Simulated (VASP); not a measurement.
# S (Fm-3m) in VASP: further runs, part 2 of 2

VASP 6.6.1.

**3. Single point, LDA**

This run uses another cell than the first one, of 5.89 Å³/atom.

File INCAR:

```
ALGO     = Normal         # electronic algorithm
EDIFF    = 1E-6           # SCF threshold, eV
ENCUT    = 500            # plane-wave cutoff, eV
GGA      = CA             # functional
GGA_COMPAT= False        
ISIF     = 2              # what is computed and relaxed
ISMEAR   = -1             # smearing method
LASPH    = True           # aspherical terms in the spheres
LCHARG   = True           # write CHGCAR
LELF     = True           # ELF
LREAL    = False          # projectors in reciprocal space
LVHAR    = True         
LWAVE    = False          # write WAVECAR
NBANDS   = 9              # bands
NELM     = 120            # most SCF steps
PREC     = Accurate       # precision mode
SIGMA    = 0.08           # smearing width, eV
```

File KPOINTS:

```
k-points
0
Gamma
  20 20 20
```

File POSCAR:

```
S
1.0
    0.0000000000      1.4336289688      1.4336289688
    1.4336289688      0.0000000000      1.4336289688
    1.4336289688      1.4336289688      0.0000000000
S
1
Direct
    0.0000000000      0.0000000000      0.0000000000
```

Potentials or basis: VASP PAW LDA potentials, release 64 (S).

Launch:

```console
$ cat potpaw_LDA.64/S/POTCAR > POTCAR
$ mpirun -np 1 vasp_std > vasp.out
```

OUTCAR:

```text
EDIFF = 1E-6
   ENCUT = 500
   GGA = CA
   ISIF = 2
   ISMEAR = -1
   LASPH = True
   LREAL = False
   NELM = 120
   PREC = Accurate

 ion  position               nearest neighbor table
   1  0.000  0.000  0.000-

  LATTYP: Found a face centered cubic cell.
 ALAT       =     2.8672579376

  Lattice vectors:

 A1 = (   0.0000000000,   1.4336289688,   1.4336289688)
 A2 = (   1.4336289688,   0.0000000000,   1.4336289688)
 A3 = (   1.4336289688,   1.4336289688,   0.0000000000)

Analysis of symmetry for initial positions (statically):
=====================================================================
 Subroutine PRICEL returns:
 Original cell was already a primitive cell.

 Routine SETGRP: Setting up the symmetry group for a
 face centered cubic supercell.

 Subroutine GETGRP returns: Found 48 space group operations
 (whereof 48 operations were pure point group operations)
 out of a pool of 48 trial point group operations.

The static configuration has the point symmetry O_h .

Analysis of symmetry for dynamics (positions and initial velocities):
=====================================================================
 Subroutine PRICEL returns:
 Original cell was already a primitive cell.

 Routine SETGRP: Setting up the symmetry group for a
 face centered cubic supercell.

 Subroutine GETGRP returns: Found 48 space group operations
 (whereof 48 operations were pure point group operations)
 out of a pool of 48 trial point group operations.

The dynamic configuration has the point symmetry O_h .

 Subroutine INISYM returns: Found 48 space group operations
 (whereof 48 operations are pure point group operations),
 and found     1 'primitive' translations

----------------------------------------------------------------------------------------

                                     Primitive cell

  volume of cell :       5.8931

  direct lattice vectors                    reciprocal lattice vectors
     0.000000000  1.433628969  1.433628969    -0.348765274  0.348765274  0.348765274
     1.433628969  0.000000000  1.433628969     0.348765274 -0.348765274  0.348765274
     1.433628969  1.433628969  0.000000000     0.348765274  0.348765274 -0.348765274

  length of vectors
     2.027457531  2.027457531  2.027457531     0.604079174  0.604079174  0.604079174

  position of ions in fractional coordinates (direct lattice)
     0.000000000  0.000000000  0.000000000

  ion indices of the primitive-cell ions
   primitive index   ion index
                 1           1

----------------------------------------------------------------------------------------

 KPOINTS: k-points

Automatic generation of k-mesh.
 Grid dimensions read from file:
 generate k-points for:   20   20   20

 Generating k-lattice:

  Cartesian coordinates                     Fractional coordinates (reciprocal lattice)
    -0.017438264  0.017438264  0.017438264     0.050000000  0.000000000  0.000000000
     0.017438264 -0.017438264  0.017438264     0.000000000  0.050000000  0.000000000
     0.017438264  0.017438264 -0.017438264     0.000000000  0.000000000  0.050000000

  Length of vectors
     0.030203959  0.030203959  0.030203959

  Shift w.r.t. Gamma in fractional coordinates (k-lattice)
     0.000000000  0.000000000  0.000000000

 Subroutine IBZKPT returns following result:
 ===========================================

 Found    256 irreducible k-points:

 Following reciprocal coordinates:
            Coordinates               Weight
  0.000000  0.000000  0.000000      1.000000
  0.050000  0.000000  0.000000      8.000000
  0.100000  0.000000  0.000000      8.000000
  0.150000  0.000000  0.000000      8.000000
  0.200000  0.000000  0.000000      8.000000
  0.250000  0.000000  0.000000      8.000000
[... 16 lines left out ...]
 -0.400000  0.050000  0.000000     24.000000
 -0.350000  0.050000  0.000000     24.000000
 [... further k-points ...]
   k-points           NKPTS =    256   k-points in BZ     NKDIM =    256   number of bands    NBANDS=      9
   number of dos      NEDOS =    301   number of ions     NIONS =      1
   total plane-waves  NPLWV =   4096
   dimension x,y,z NGX =    16 NGY =   16 NGZ =   16
   dimension x,y,z NGXF=    32 NGYF=   32 NGZF=   32
   ions per type =               1
   NGX,Y,Z   is equivalent  to a cutoff of  13.12, 13.12, 13.12 a.u.
   NGXF,Y,Z  is equivalent  to a cutoff of  26.24, 26.24, 26.24 a.u.
 SYSTEM =  unknown system
   PREC   = accura    normal or accurate (medium, high low for compatibility)
   ISTART =      0    job   : 0-new  1-cont  2-samecut
   ICHARG =      2    charge: 1-file 2-atom 10-const
   ISPIN  =      1    spin polarized calculation?
   LNONCOLLINEAR =      F non collinear calculations
   LSORBIT =      F    spin-orbit coupling
   LASPH  =      T    aspherical Exc in radial PAW
   ENCUT  =  500.0 eV  36.75 Ry    6.06 a.u.   3.70  3.70  3.70*2*pi/ulx,y,z
   NELM   =    120;   NELMIN=  2; NELMDL= -5     # of ELM steps
   EDIFF  = 0.1E-05   stopping-criterion for ELM
   LREAL  =      F    real-space projection
   EDIFFG = 0.1E-04   stopping-criterion for IOM
   NSW    =      0    number of steps for IOM
   IBRION =     -1    ionic relax: 0-MD 1-quasi-New 2-CG
   NFREE  =      0    steps in history (QN), initial steepest desc. (CG)
   ISIF   =      2    stress and relaxation
   ISYM   =      2    0-nonsym 1-usesym 2-fastsym
   POTIM  = 0.5000    time-step for ionic-motion
   TEBEG  =    0.0;   TEEND  =   0.0 temperature during run
   PSTRESS=    0.0 pullay stress
   NELECT =       6.0000    total number of electrons
   NUPDOWN=      -1.0000    fix difference up-down
   EMIN   =  10.00;   EMAX   =-10.00  energy-range for DOS
   EFERMI =   0.00;   METHOD = LEGACY
   ISMEAR =    -1;   SIGMA  =   0.08  broadening in eV -4-tet -1-fermi 0-gaus
   EFERMI_NEDOS =   21; number of points for ismear=-14 and -15
   IALGO  =     38    algorithm
   IMIX   =      4    mixing-type and parameters
     AMIX     =   0.40;   BMIX     =  1.00
     AMIX_MAG =   1.60;   BMIX_MAG =  1.00
  volume/ion in A,a.u.               =       5.89        39.77
  Fermi-wavevector in a.u.,A,eV,Ry     =   1.646943  3.112270 36.904717  2.712420
  Thomas-Fermi vector in A             =   2.736485
   LORBIT       =      0    0 simple, 1 ext, 2 COOP (PROOUT), +10 PAW based schemes
   GGA     = CA    functional components
   LHFCALC =     F    Hartree Fock is set to
   AEXX    =    0.0000 exact exchange contribution
   IVDW    =     0    specifies the selected vdW correction
   LEPSILON=     F    determine dielectric tensor
   LRPA    =     F    only Hartree local field effects (RPA)
 non-spin polarized calculation
  energy-cutoff  :      500.00
  volume of cell :        5.89
 maximum number of plane-waves:       169
   NGX =  7   NGY =  7   NGZ =  7

 number of electron       6.0000002 magnetization

 Free energy of the ion-electron system (eV)
  ---------------------------------------------------
  ext. energy  EPLUGINS =         0.00000000
  ---------------------------------------------------
  free energy    TOTEN  =         3.16916973 eV

  energy without entropy =        3.17575979  energy(sigma->0) =        3.17246476

 E-fermi :  28.8257     XC(G=0): -16.2663

 val. band max:       28.8061798853   @ k =   0.3500   0.3000   0.0500
 cond. band min:      28.8275965912   @ k =   0.4000   0.3000   0.0000
 fundamental gap:      0.0214167059
 Fermi energy:        28.8257139301

 k-point     1 :       0.0000    0.0000    0.0000
  band No.  band energies     occupation
      1      -3.5324      2.00000
      2      41.2231      0.00000
      3      41.2231      0.00000
      4      41.2231      0.00000
      5      42.3009      0.00000
      6      42.3009      0.00000
      7      42.3009      0.00000
      8      51.3242      0.00000
      9      53.9404      0.00000

 k-point     2 :       0.0500    0.0000    0.0000
  band No.  band energies     occupation
      1      -3.4045      2.00000
      2      38.3821      0.00000
      3      40.3355      0.00000
      4      40.3355      0.00000
      5      43.3690      0.00000
      6      43.3690      0.00000
      7      44.1098      0.00000
      8      52.4123      0.00000
      9      53.2938      0.00000
[... 253 lines left out ...]
 k-point    24 :      -0.3500    0.0500    0.0000
  band No.  band energies     occupation
      1       3.3497      2.00000
      2      16.2994      2.00000
      3      34.4216      0.00000
      4      38.1250      0.00000
      5      40.3490      0.00000
      6      42.2693      0.00000
      7      46.7660      0.00000
      8      52.4269      0.00000
      9      57.5132      0.00000

 [... further k-points ...]

------------------------ aborting loop because EDIFF is reached ----------------------------------------

  FORCE on cell =-STRESS in cart. coord.  units (eV):
  Direction    XX          YY          ZZ          XY          YZ          ZX
  --------------------------------------------------------------------------------------
  -------------------------------------------------------------------------------------
  Total       19.0451408     19.0451408     19.0451408     -0.0000000      0.0000000      0.0000000
  in kB     5177.9096728   5177.9096728   5177.9096728     -0.0000000      0.0000000      0.0000000
  external PRESSURE =    5177.9096728 kB  Pullay stress =       0.0000000 kB

 VOLUME and BASIS-vectors are now :
 -----------------------------------------------------------------------------
  energy-cutoff  :      500.00
  volume of cell :        5.89
      direct lattice vectors                 reciprocal lattice vectors
     0.000000000  1.433628969  1.433628969    -0.348765274  0.348765274  0.348765274
     1.433628969  0.000000000  1.433628969     0.348765274 -0.348765274  0.348765274
     1.433628969  1.433628969  0.000000000     0.348765274  0.348765274 -0.348765274

 POSITION                                       TOTAL-FORCE (eV/Angst)
 -----------------------------------------------------------------------------------
      0.00000      0.00000      0.00000         0.000000      0.000000     -0.000000
 -----------------------------------------------------------------------------------
    total drift:                               -0.000000     -0.000000     -0.000000

  FREE ENERGIE OF THE ION-ELECTRON SYSTEM (eV)
  ---------------------------------------------------
  free  energy   TOTEN  =         3.1691697277 eV

  energy  without entropy=        3.1757597909  energy(sigma->0) =        3.17246476
```

It took 3.8 s on 1 thread of Intel Xeon 6975P-C (Granite Rapids), shared host; peak memory 0.11 GiB.

What came out:

```yaml
Free_energy: 3.1692 eV
Pressure: 517.8 GPa
Band_gap_on_the_k_mesh: zero (bands 3 and 4 overlap by 21.46 eV)
```

Caveat: the cell stands under pressure.

**4. Single point, LDA (14.73 Å³/atom)**

This run uses another cell than the first one, of 14.73 Å³/atom.

File INCAR:

```
SYSTEM = S
ALGO = Normal ; EDIFF = 1E-6
ENCUT = 500 ; GGA = CA
GGA_COMPAT = .False. ; ISIF = 2
ISMEAR = -1 ; LASPH = .True.
LCHARG = .True. ; LELF = .True.
LREAL = .False. ; LVHAR = .True.
LWAVE = .False. ; NBANDS = 9
NELM = 120 ; PREC = Accurate
SIGMA = 0.08
```

File KPOINTS:

```
k-points
0
Gamma
  16 16 16
  0 0 0
```

File POSCAR:

```
S
1.0
    0.0000000000      1.9457338642      1.9457338642
    1.9457338642      0.0000000000      1.9457338642
    1.9457338642      1.9457338642      0.0000000000
S
1
Direct
    0.0000000000      0.0000000000      0.0000000000
```

Launch:

```console
$ cat potpaw_LDA.64/S/POTCAR > POTCAR
$ mpirun -np 1 vasp_std > vasp.out
```

Wall time 5.7 s (1 thread of Intel Xeon 6975P-C (Granite Rapids), shared host); peak memory 0.12 GiB.

The run converged. Its results:

```yaml
Free_energy: -3.7020 eV
Pressure: -0.1 GPa
Band_gap_on_the_k_mesh: zero (bands 3 and 4 overlap by 6.48 eV)
```

Levels at points of the mesh, in eV from the Fermi level:
| k point | band 1 | band 2 | band 3 | band 4 | band 5 | band 6 |
| --- | --- | --- | --- | --- | --- | --- |
| (0.00, 0.00, 0.00) | -17.43 | 3.57 | 3.57 | 3.57 | 12.13 | 12.13 |
| (0.50, 0.00, 0.00) | -12.82 | -8.11 | 2.13 | 2.13 | 9.66 | 11.29 |
| (0.50, 0.50, 0.00) | -10.93 | -7.01 | -0.91 | -0.91 | 5.11 | 5.52 |

**5. The runs side by side**

| cell | k mesh | gap on the mesh (eV) | pressure (GPa) |
| --- | --- | --- | --- |
| a = 2.443 Å, angles 60.0°, 1 atom | 16 × 16 × 16 | none | 71.9 |
| a = 2.027 Å, angles 60.0°, 1 atom | 20 × 20 × 20 | none | 517.8 |
| a = 2.752 Å, angles 60.0°, 1 atom | 16 × 16 × 16 | none | -0.1 |

Alike in all rows: task single point; level LDA; potentials or basis VASP PAW LDA potentials, release 64 (S); no spin polarisation; cutoff (eV) 500; smearing fermi-dirac 0.08 eV.

Caveats: the cell stands under pressure (at least some runs).

Absolute energies hang on the potentials; compare differences alone.

The gap in the log of VASP goes by the Fermi energy; the results here count the filled bands.